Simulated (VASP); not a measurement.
## LiCl (wurtzite type): electric field gradients with PBE

Crystal: LiCl (wurtzite type).

```
CELL_PARAMETERS angstrom
3.92608 0.00000 0.00000
-1.96304 3.40008 0.00000
0.00000 0.00000 6.28692
ATOMIC_POSITIONS crystal
Li 0.33333 0.66667 0.99758
Li 0.66667 0.33333 0.49758
Cl 0.33333 0.66667 0.37842
Cl 0.66667 0.33333 0.87842
```

```yaml
Program: VASP 6.6.1
Task: electric field gradients
Functional: PBE
Potentials_or_basis: VASP PAW PBE potentials, release 64 (Li_sv, Cl)
Cutoff: 520 eV
k_mesh: 10 × 10 × 6
Occupations: fermi-dirac, width 0.05 eV
Spin: no spin polarisation
Dipole_correction: no
Further_INCAR_settings: ALGO = Normal; EDIFF = 1e-08; NBANDS = 18
```

- Band gap on the k mesh: 5.94 eV, direct

Levels at points of the mesh, in eV from the valence-band top:
```
           k point  band 8  band 9  band 10  band 11  band 12  band 13
(0.00, 0.00, 0.00)   -0.07   -0.07     0.00     5.94     8.18     9.95
(0.50, 0.00, 0.00)   -0.90   -0.58    -0.34     7.84     7.97     9.07
(0.00, 0.00, 0.50)   -0.24   -0.24    -0.24     7.24     7.24    10.16
(0.50, 0.00, 0.50)   -0.64   -0.58    -0.58     7.38     7.38     9.90
```

Electric field gradients, principal values (V/Å²):
```
atom   least  middle  greatest (by size)
1 Li  -0.009  -0.018               0.027
2 Li  -0.009  -0.018               0.027
3 Cl   0.449   0.451              -0.900
4 Cl   0.449   0.451              -0.900
```

Run time: 40 s on 1 thread of Intel(R) Xeon(R) 6975P-C (Granite Rapids) (shared host), peak memory 0.22 GiB.

Caveat: without QUAD_EFG the Cq values of the log hold for a quadrupole moment of 1 mb, not for the nuclei. A hybrid or GW would open this gap; PBE tends to underestimate it.
